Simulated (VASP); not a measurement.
**Os: single point with PBE**

The system is Os.

```
Os
1.0
     2.74613    0.00000    0.00000
    -1.37307    2.37822    0.00000
     0.00000    0.00000    4.32631
Os
2
Direct
  0.33333 0.66667 0.25000
  0.66667 0.33333 0.75000
```

```json
{"Program": "VASP 6.6.1", "Task": "single point", "Functional": "PBE", "Potentials or basis": "VASP PAW PBE potentials, release 64 (Os)", "Cutoff": "520 eV", "k mesh": "3 × 3 × 2", "Occupations": "gaussian, width 0.1 eV", "Spin": "no spin polarisation", "Dipole correction": "no", "Further INCAR settings": "ALGO = Normal; EDIFF = 1e-06; NBANDS = 15"}
```

```yaml
Pressure: 13.3 GPa
Band_gap_on_the_k_mesh: zero (bands 8 and 9 overlap by 3.04 eV)
```

Stress tensor (GPa, compression positive):
```
 31.27   0.00   0.00
  0.00  31.27   0.00
  0.00   0.00 -22.52
```

Levels at points of the mesh, in eV from the Fermi level:
```tsv
k point	band 6	band 7	band 8	band 9	band 10	band 11
(0.00, 0.00, 0.00)	-2.66	-2.66	-2.09	-2.09	-0.44	1.13
(0.00, 0.00, 0.50)	-3.70	-3.70	-3.70	0.36	0.36	0.36
```

Run time: 11 s on 1 thread of Intel Xeon 8259CL, on a shared host, peak memory 0.13 GiB.

Caveat: the k points lie up to 0.88 Å⁻¹ apart, too coarse for converged energies and pressures of a metal; spin-orbit coupling is left out, which moves the levels of the heavy elements.
